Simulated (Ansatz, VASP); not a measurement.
# One calculation of TeW2, two programs

```
Te W
1.0
     0.00000    3.12995    3.12995
     3.12995    0.00000    3.12995
     3.12995    3.12995    0.00000
Te W
1 2
Direct
  0.00009 0.00829 0.99881
  0.26022 0.24021 0.24109
  0.75652 0.75238 0.75493
```

Change from the starting cell: atoms moved at random, drawn with an rms of 0.05 Å.

Alike in both runs: task single point; functional PBE; k mesh 7 × 7 × 7; occupations fermi-dirac, width 0.05 eV; no spin polarisation.

|  | VASP | Ansatz |
| --- | --- | --- |
| version | VASP 6.6.1 | Ansatz 0.2.0 |
| potentials or method | VASP PAW PBE potentials, release 64 (Te, W_sv), cutoff 520 eV | all-electron LAPW, scalar-relativistic |

VASP gave:

| Item | Value |
| --- | --- |
| gap on the k mesh at the Fermi level (eV) | none |
| pressure (GPa) | -0.4 |
| traceless stress, the component that is largest in VASP (GPa) | 2.72 |
| rms of the force components (eV/Å) | 0.272 |

Task: Which values does Ansatz return?

Result: gap on the k mesh at the Fermi level (eV): none; pressure (GPa): -0.5; traceless stress, the component that is largest in VASP (GPa): 2.72; rms of the force components (eV/Å): 0.272.

Atom by atom the forces differ by 0.000 eV/Å (rms over components). A gap of «none» marks a metal or a gap that the smearing closes. Ansatz ran all-electron here, and VASP with PAW potentials.

Neither program's run includes spin-orbit coupling.
